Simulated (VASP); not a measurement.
# ZrWS3: single point with PBE

Crystal: ZrWS3.

```xyz
5
Lattice="4.6523 0.0000 0.0000 0.0000 4.6523 0.0000 0.0000 0.0000 4.6523" Properties=species:S:1:pos:R:3 pbc="T T T"
Zr    0.0000    0.0000    0.0000
W     2.3261    2.3261    2.3261
S     0.0000    2.3261    2.3261
S     2.3261    2.3261    0.0000
S     2.3261    0.0000    2.3261
```

* Program: VASP 6.6.1
* Task: single point
* Functional: PBE
* Potentials or basis: VASP PAW PBE potentials, release 64 (Zr_sv, W_sv, S)
* Cutoff: 520 eV
* k mesh: 8 × 8 × 8
* Occupations: gaussian, width 0.1 eV
* Spin: collinear spin, ferromagnetic start
* Starting moments: [0.94, 0.0, 0.0, 0.0, 0.0] μB
* Dipole correction: no
* Further INCAR settings: ALGO = Normal; EDIFF = 1e-06; NBANDS = 34

| Item | Value |
| --- | --- |
| Pressure | -1.1 GPa |
| Band gap on the k mesh | zero (filled and empty bands overlap) |
| Net moment | 0.00 μB per cell |
| Valence electrons inside the program's atomic spheres | Zr 9.48; W 12.12; S 3.74 |

Levels at points of the mesh, in eV from the Fermi level:
Spin up:
```
           k point  band 18  band 19  band 20  band 21  band 22  band 23  band 24  band 25  band 26  band 27
(0.00, 0.00, 0.00)    -2.42    -2.42    -2.42    -1.91    -1.91    -1.91    -0.94    -0.94    -0.23     0.35
(0.50, 0.00, 0.00)    -4.12    -2.42    -2.42    -2.15    -0.10     0.23     0.66     1.05     1.05     1.16
(0.50, 0.50, 0.00)    -3.92    -3.92    -1.63    -0.17     0.17     0.39     0.39     1.17     1.19     1.64
(0.50, 0.50, 0.50)    -1.24    -1.24    -1.24    -0.12     0.17     0.17     0.17     0.46     0.46     1.35
```
Spin down:
| k point | band 20 | band 21 | band 22 | band 23 | band 24 | band 25 |
| --- | --- | --- | --- | --- | --- | --- |
| (0.00, 0.00, 0.00) | -2.42 | -1.91 | -1.91 | -1.91 | -0.95 | -0.95 |
| (0.50, 0.00, 0.00) | -2.42 | -2.15 | -0.10 | 0.23 | 0.66 | 1.05 |
| (0.50, 0.50, 0.00) | -1.63 | -0.17 | 0.16 | 0.39 | 0.39 | 1.17 |
| (0.50, 0.50, 0.50) | -1.24 | -0.13 | 0.17 | 0.17 | 0.17 | 0.45 |

It took 2.4 min on 1 thread of Intel(R) Xeon(R) 6975P-C (Granite Rapids) (shared host), peak memory 0.37 GiB.

Caveat: spin-orbit coupling is left out, which moves the levels of the heavy elements.
